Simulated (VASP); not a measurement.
A run of VASP 6.6.1 is set up as follows.

File INCAR:

```
SYSTEM = SnO
PREC     = Accurate       ! precision mode
ENCUT    = 520            ! plane-wave cutoff, eV
EDIFF    = 1E-7           ! SCF threshold, eV
ISMEAR   = 0              ! smearing method
SIGMA    = 0.05           ! smearing width, eV
LREAL    = .False.        ! projectors in reciprocal space
LASPH    = .True.         ! aspherical terms in the spheres
NELM     = 60             ! most SCF steps
ALGO     = Normal         ! electronic algorithm
ISIF     = 2              ! what is computed and relaxed
LWAVE    = .False.        ! write WAVECAR
LCHARG   = .True.         ! write CHGCAR
GGA      = PE             ! functional
LELF     = .True.         ! ELF
LVHAR    = .True.       
NBANDS   = 28             ! bands
```

KPOINTS

```
Automatic mesh
0
Gamma
  10 10 8
  0 0 0
```

File POSCAR:

```
SnO
1.0
    3.8672772812      0.0000000000      0.0000000000
    0.0000000000      3.8672772812      0.0000000000
    0.0000000000      0.0000000000      5.0679375214
Sn O
2 2
Direct
   -0.0646449638      0.5000000000      0.2286909982
    0.5646449638      0.0000000000      0.7713090018
    0.0068811044      0.0000000000      0.0000000000
    0.4931188956      0.5000000000      0.0000000000
```

Potentials or basis: VASP PAW PBE potentials, release 64 (Sn_d, O).

Launch:

```bash
$ cat potpaw_PBE.64/Sn_d/POTCAR potpaw_PBE.64/O/POTCAR > POTCAR
$ mpirun -np 1 vasp_std > vasp.out
```

Q: Predict the pressure.

A: 3.0 GPa.

Q: Predict the band gap on the k mesh.

A: 0.60 eV, indirect (least direct gap 1.83 eV).

Forces on the atoms (eV/Å):
```
Sn   1.424  0.000  0.686
Sn  -1.424  0.000 -0.686
O    0.246  0.000  0.494
O   -0.246  0.000 -0.494
```

Caveat: spin-orbit coupling is left out, which moves the levels of the heavy elements; forces of over 1 eV/Å act on the atoms, so gaps and moduli don't describe the material at rest. A k mesh can miss the band edges.
